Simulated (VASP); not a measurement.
# TaSi2 (P6_422) in VASP: further runs, part 2 of 2

VASP 6.6.1.

### 4 Single point, r2SCAN (biaxial strain in the a-b plane: -4.0 %, then relaxed in part)

Input file POSCAR:

```
TaSi2
1.0
    4.5887688362      0.0000000000      0.0000000000
   -2.2943844181      3.9739903842      0.0000000000
    0.0000000000      0.0000000000      6.6856724602
Ta Si
3 6
Direct
    0.5000000000      0.0000000000      0.0000000000
    0.5000000000      0.5000000000      0.6666666667
    0.0000000000      0.5000000000      0.3333333333
    0.1604609507      0.3209219013      0.0000000000
    0.8395390493      0.1604609507      0.6666666667
    0.6790780987      0.8395390493      0.3333333333
    0.8395390493      0.6790780987      0.0000000000
    0.1604609507      0.8395390493      0.6666666667
    0.3209219013      0.1604609507      0.3333333333
```

Input file INCAR.step1:

```
SYSTEM = TaSi2
ALGO = Normal ; EDIFF = 1E-4
ENCUT = 520 ; GGA = PE
ISMEAR = 0 ; LASPH = .True.
LCHARG = .False. ; LREAL = .False.
LWAVE = .True. ; NBANDS = 38
NELM = 80 ; PREC = Accurate
SIGMA = 0.1
```

Input file INCAR.step2:

```
SYSTEM = TaSi2
ALGO = Normal ; EDIFF = 1E-7
ENCUT = 520 ; ISIF = 2
ISMEAR = 0 ; ISTART = 1
LASPH = .True. ; LCHARG = .True.
LELF = .True. ; LMIXTAU = .True.
LREAL = .False. ; LVHAR = .True.
LWAVE = .False. ; METAGGA = R2SCAN
NBANDS = 38 ; NELM = 80
PREC = Accurate ; SIGMA = 0.1
```

Input file KPOINTS:

```
k-points
0
Gamma
  12 12 6
  0 0 0
```

On the command line:

```sh
> cat potpaw_PBE.64/Ta_pv/POTCAR potpaw_PBE.64/Si/POTCAR > POTCAR
> cp INCAR.step1 INCAR
> mpirun -np 1 vasp_std > vasp.out
> cp INCAR.step2 INCAR
> mpirun -np 1 vasp_std > vasp.out
```

It took 12 min on 1 thread of Intel Xeon 6975P-C (Granite Rapids), shared host; peak memory 0.44 GiB.

The run converged. Its results:

* Free energy: -201.8176 eV
* Pressure: 13.4 GPa
* Largest force: 0.009 eV/Å
* Band gap on the k mesh: zero (an odd number of electrons rules out a gap without spin polarisation)

Forces on the atoms (eV/Å):
```
Ta   0.000  0.000  0.000
Ta   0.000  0.000  0.000
Ta   0.000  0.000  0.000
Si   0.000 -0.009  0.000
Si   0.007 -0.004  0.000
Si   0.007  0.004  0.000
Si   0.000  0.009  0.000
Si  -0.007  0.004  0.000
Si  -0.007 -0.004  0.000
```

Stress tensor (GPa, compression positive):
```
19.93  0.00  0.00
 0.00 19.93  0.00
 0.00  0.00  0.38
```

Levels at points of the mesh, in eV from the Fermi level:
```
           k point  band 24  band 25  band 26  band 27  band 28  band 29  band 30  band 31  band 32  band 33
(0.00, 0.00, 0.00)    -2.49    -2.49    -2.35    -2.35    -2.29    -1.51     0.58     3.43     3.43     3.92
(0.50, 0.00, 0.00)    -2.37    -2.12    -1.14    -1.07    -0.32    -0.16     0.90     1.40     2.07     2.35
(0.00, 0.00, 0.50)    -2.84    -2.56    -1.85    -1.73    -1.73     0.65     0.65     3.13     3.13     3.61
(0.50, 0.00, 0.50)    -2.34    -2.32    -2.16    -2.13    -0.78     0.16     1.60     2.41     2.67     2.78
```

Caveat: the cell differs from its parent crystal (biaxial strain in the a-b plane: -4.0 %, then relaxed in part); the stress differs along the axes, from 0 to 20 GPa; the PAW data sets were made with another functional, which shifts forces and pressure a little; spin-orbit coupling is left out, which moves the levels of the heavy elements.

### 5 Single point, r2SCAN (strain along c alone, the other axes held: +4.0 %, then relaxed in part)

Input file POSCAR:

```
TaSi2
1.0
    4.7799675399      0.0000000000      0.0000000000
   -2.3899837700      4.1395733188      0.0000000000
    0.0000000000      0.0000000000      6.8169456130
Ta Si
3 6
Direct
    0.5000000000      0.0000000000      0.0000000000
    0.5000000000      0.5000000000      0.6666666667
    0.0000000000      0.5000000000      0.3333333333
    0.1595233518      0.3190467036      0.0000000000
    0.8404766482      0.1595233518      0.6666666667
    0.6809532964      0.8404766482      0.3333333333
    0.8404766482      0.6809532964      0.0000000000
    0.1595233518      0.8404766482      0.6666666667
    0.3190467036      0.1595233518      0.3333333333
```

Input file INCAR.step1:

```
PREC = Accurate
ENCUT = 520
ISMEAR = 0
SIGMA = 0.1
LREAL = False
LASPH = True
NELM = 60
NBANDS = 38
GGA = PE
ALGO = Normal
EDIFF = 1E-4
LWAVE = True
LCHARG = False
```

Input file INCAR.step2:

```
PREC = Accurate
ENCUT = 520
EDIFF = 1E-7
ISMEAR = 0
SIGMA = 0.1
LREAL = False
LASPH = True
NELM = 60
ALGO = Normal
ISIF = 2
LWAVE = False
LCHARG = True
METAGGA = R2SCAN
LMIXTAU = True
LELF = True
LVHAR = True
NBANDS = 38
ISTART = 1
```

Input file KPOINTS:

```
Automatic mesh
0
Gamma
  12 12 6
```

On the command line:

```sh
> cat potpaw_PBE.64/Ta_pv/POTCAR potpaw_PBE.64/Si/POTCAR > POTCAR
> cp INCAR.step1 INCAR
> mpirun -np 1 vasp_std > vasp.out
> cp INCAR.step2 INCAR
> mpirun -np 1 vasp_std > vasp.out
```

Wall time 36 min (1 thread of Intel Xeon 8259CL, shared host); peak memory 0.48 GiB.

It converged, with:

```yaml
Free_energy: -202.1587 eV
Pressure: -7.5 GPa
Largest_force: 0.008 eV/Å
Band_gap_on_the_k_mesh: zero (an odd number of electrons rules out a gap without spin polarisation)
```

Forces in eV/Å, atoms in the order of the input:
```
Ta   0.000  0.000  0.000
Ta   0.000  0.000  0.000
Ta   0.000  0.000  0.000
Si   0.000 -0.008  0.000
Si   0.007 -0.004  0.000
Si   0.007  0.004  0.000
Si   0.000  0.008  0.000
Si  -0.007  0.004  0.000
Si  -0.007 -0.004  0.000
```

Stress tensor (GPa, compression positive):
```
 -3.42   0.00   0.00
  0.00  -3.42   0.00
  0.00   0.00 -15.67
```

Levels at points of the mesh, in eV from the Fermi level:
| k point | band 25 | band 26 | band 27 | band 28 | band 29 | band 30 | band 31 | band 32 | band 33 | band 34 |
| --- | --- | --- | --- | --- | --- | --- | --- | --- | --- | --- |
| (0.00, 0.00, 0.00) | -2.55 | -2.43 | -2.19 | -2.19 | -1.60 | 0.69 | 3.23 | 3.23 | 3.23 | 3.58 |
| (0.50, 0.00, 0.00) | -1.99 | -1.04 | -0.85 | -0.18 | -0.15 | 0.88 | 1.13 | 1.84 | 1.89 | 2.28 |
| (0.00, 0.00, 0.50) | -2.24 | -2.09 | -1.84 | -1.84 | 0.82 | 0.82 | 2.52 | 2.52 | 3.38 | 3.49 |
| (0.50, 0.00, 0.50) | -2.12 | -2.03 | -2.03 | -0.69 | -0.03 | 1.53 | 2.05 | 2.52 | 2.56 | 2.66 |

Caveat: the cell differs from its parent crystal (strain along c alone, the other axes held: +4.0 %, then relaxed in part); the stress differs along the axes, from -16 to -3 GPa; the PAW data sets were made with another functional, which shifts forces and pressure a little; spin-orbit coupling is left out, which moves the levels of the heavy elements.

### 6 Single point, r2SCAN (12.68 Å³/atom)

This run uses another cell than the first one, of 12.68 Å³/atom.

Input file POSCAR:

```
TaSi2
1.0
    4.5599608997      0.0000000000      0.0000000000
   -2.2799804498      3.9490419795      0.0000000000
    0.0000000000      0.0000000000      6.3382129212
Ta Si
3 6
Direct
    0.5000000000      0.0000000000      0.0000000000
    0.5000000000      0.5000000000      0.6666666667
    0.0000000000      0.5000000000      0.3333333333
    0.1590364954      0.3180729907      0.0000000000
    0.8409635046      0.1590364954      0.6666666667
    0.6819270093      0.8409635046      0.3333333333
    0.8409635046      0.6819270093      0.0000000000
    0.1590364954      0.8409635046      0.6666666667
    0.3180729907      0.1590364954      0.3333333333
```

Input file INCAR.step1:

```
PREC = Accurate
ENCUT = 520
ISMEAR = 0
SIGMA = 0.1
LREAL = F
LASPH = T
NELM = 100
NBANDS = 38
GGA = PE
ALGO = Normal
EDIFF = 1E-4
LWAVE = T
LCHARG = F
```

Input file INCAR.step2:

```
PREC = Accurate
ENCUT = 520
EDIFF = 1E-6
ISMEAR = 0
SIGMA = 0.1
LREAL = F
LASPH = T
NELM = 100
ALGO = Normal
ISIF = 2
LWAVE = F
LCHARG = F
METAGGA = R2SCAN
LMIXTAU = T
NBANDS = 38
ISTART = 1
```

Input file KPOINTS:

```
regular mesh
0
Gamma
  12 12 6
```

Potentials or basis: VASP PAW PBE potentials, release 64 (Ta_pv, Si).

On the command line:

```sh
> cat potpaw_PBE.64/Ta_pv/POTCAR potpaw_PBE.64/Si/POTCAR > POTCAR
> cp INCAR.step1 INCAR
> mpirun -np 1 vasp_std > vasp.out
> cp INCAR.step2 INCAR
> mpirun -np 1 vasp_std > vasp.out
```

It took 8.6 min on 1 thread of Intel Xeon 6975P-C (Granite Rapids), shared host; peak memory 0.42 GiB.

It converged, with:

- Free energy: -200.9712 eV
- Pressure: 33.1 GPa
- Largest force: 0.012 eV/Å
- Band gap on the k mesh: zero (an odd number of electrons rules out a gap without spin polarisation)

Forces in eV/Å, atoms in the order of the input:
```
Ta   0.000  0.000  0.000
Ta   0.000  0.000  0.000
Ta   0.000  0.000  0.000
Si   0.000 -0.012  0.000
Si   0.010 -0.006  0.000
Si   0.010  0.006  0.000
Si   0.000  0.012  0.000
Si  -0.010  0.006  0.000
Si  -0.010 -0.006  0.000
```

Stress tensor (GPa, compression positive):
```
33.13  0.00  0.00
 0.00 33.13  0.00
 0.00  0.00 33.03
```

Levels at points of the mesh, in eV from the Fermi level:
| k point | band 26 | band 27 | band 28 | band 29 | band 30 | band 31 | band 32 | band 33 |
| --- | --- | --- | --- | --- | --- | --- | --- | --- |
| (0.00, 0.00, 0.00) | -2.64 | -2.61 | -2.61 | -1.62 | 0.77 | 3.51 | 3.51 | 4.38 |
| (0.50, 0.00, 0.00) | -1.31 | -1.01 | -0.24 | -0.03 | 0.96 | 1.55 | 2.08 | 2.39 |
| (0.00, 0.00, 0.50) | -2.10 | -1.94 | -1.94 | 1.25 | 1.25 | 3.63 | 3.63 | 3.65 |
| (0.50, 0.00, 0.50) | -2.41 | -2.05 | -0.84 | -0.17 | 1.90 | 2.53 | 3.15 | 3.20 |

Caveat: the cell stands under pressure; the PAW data sets were made with another functional, which shifts forces and pressure a little; spin-orbit coupling is left out, which moves the levels of the heavy elements.

### 7 Single point, r2SCAN

This run uses another cell than the first one, of 14.06 Å³/atom.

Input file POSCAR:

```
TaSi2
1.0
    4.7361282334      0.0000000000      0.0000000000
   -2.3680641167      4.1016073657      0.0000000000
    0.0000000000      0.0000000000      6.5147677447
Ta Si
3 6
Direct
    0.5000000000      0.0000000000      0.0000000000
    0.5000000000      0.5000000000      0.6666666667
    0.0000000000      0.5000000000      0.3333333333
    0.1584090179      0.3168180358      0.0000000000
    0.8415909821      0.1584090179      0.6666666667
    0.6831819642      0.8415909821      0.3333333333
    0.8415909821      0.6831819642      0.0000000000
    0.1584090179      0.8415909821      0.6666666667
    0.3168180358      0.1584090179      0.3333333333
```

Input file INCAR.step1:

```
SYSTEM = TaSi2
PREC = Accurate
ENCUT = 520
ISMEAR = 0
SIGMA = 0.1
LREAL = .False.
LASPH = .True.
NELM = 80
NBANDS = 38
GGA = PE
ALGO = Normal
EDIFF = 1E-4
LWAVE = .True.
LCHARG = .False.
```

Input file INCAR.step2:

```
SYSTEM = TaSi2
PREC = Accurate
ENCUT = 520
EDIFF = 1E-7
ISMEAR = 0
SIGMA = 0.1
LREAL = .False.
LASPH = .True.
NELM = 80
ALGO = Normal
ISIF = 2
LWAVE = .False.
LCHARG = .True.
METAGGA = R2SCAN
LMIXTAU = .True.
LELF = .True.
LVHAR = .True.
NBANDS = 38
ISTART = 1
```

Input file KPOINTS:

```
Automatic mesh
0
Gamma
  12 12 6
  0 0 0
```

On the command line:

```sh
> cat potpaw_PBE.64/Ta_pv/POTCAR potpaw_PBE.64/Si/POTCAR > POTCAR
> cp INCAR.step1 INCAR
> mpirun -np 1 vasp_std > vasp.out
> cp INCAR.step2 INCAR
> mpirun -np 1 vasp_std > vasp.out
```

Wall time 12 min (1 thread of AMD EPYC 9R45 (Zen 5), shared host); peak memory 0.42 GiB.

Results (log left out):

```yaml
Free_energy: -202.3716 eV
Pressure: 5.3 GPa
Largest_force: 0.009 eV/Å
Band_gap_on_the_k_mesh: zero (an odd number of electrons rules out a gap without spin polarisation)
```

Forces on the atoms (eV/Å):
```
Ta   0.000  0.000  0.000
Ta   0.000  0.000  0.000
Ta   0.000  0.000  0.000
Si   0.000 -0.009  0.000
Si   0.008 -0.004  0.000
Si   0.008  0.004  0.000
Si   0.000  0.009  0.000
Si  -0.008  0.004  0.000
Si  -0.008 -0.004  0.000
```

Stress tensor (GPa, compression positive):
```
5.36 0.00 0.00
0.00 5.36 0.00
0.00 0.00 5.25
```

Levels at points of the mesh, in eV from the Fermi level:
```tsv
k point	band 27	band 28	band 29	band 30	band 31	band 32
(0.00, 0.00, 0.00)	-2.41	-2.41	-1.70	0.84	3.26	3.26
(0.50, 0.00, 0.00)	-0.82	-0.12	-0.11	0.93	1.32	1.71
(0.00, 0.00, 0.50)	-2.01	-2.01	1.25	1.25	2.96	2.96
(0.50, 0.00, 0.50)	-1.97	-0.75	-0.29	1.69	2.18	2.76
```

Caveat: the cell stands under pressure; the PAW data sets were made with another functional, which shifts forces and pressure a little; spin-orbit coupling is left out, which moves the levels of the heavy elements.

### 8 Overview

| cell | gap on the mesh (eV) | pressure (GPa) | largest force (eV/Å) |
| --- | --- | --- | --- |
| a = 4.886, b = 4.886, c = 6.649 Å, angles 90.0, 90.0, 120.0°, 9 atoms, atomic positions A | none | -9.7 | 0.01 |
| a = 4.630, b = 4.630, c = 6.411 Å, angles 90.0, 90.0, 120.0°, 9 atoms, atomic positions B | none | 20.4 | 0.01 |
| a = 4.589, b = 4.589, c = 6.686 Å, angles 90.0, 90.0, 120.0°, 9 atoms, atomic positions C | none | 13.4 | 0.01 |
| a = 4.780, b = 4.780, c = 6.817 Å, angles 90.0, 90.0, 120.0°, 9 atoms, atomic positions D | none | -7.5 | 0.01 |
| a = 4.560, b = 4.560, c = 6.338 Å, angles 90.0, 90.0, 120.0°, 9 atoms, atomic positions E | none | 33.1 | 0.01 |
| a = 4.736, b = 4.736, c = 6.515 Å, angles 90.0, 90.0, 120.0°, 9 atoms, atomic positions F | none | 5.3 | 0.01 |

Alike in all rows: task single point; level r2SCAN; potentials or basis VASP PAW PBE potentials, release 64 (Ta_pv, Si); no spin polarisation; k mesh 12 × 12 × 6; cutoff (eV) 520; smearing gaussian 0.1 eV.

Caveats: the PAW data sets were made with another functional, which shifts forces and pressure a little; spin-orbit coupling is left out, which moves the levels of the heavy elements; the cell stands under pressure (at least some runs); the cell stands under tension (at least some runs); the stress differs along the axes, from 0 to 20 GPa (at least some runs); the stress differs along the axes, from -16 to -3 GPa (at least some runs).

Absolute energies hang on the potentials; compare differences alone.
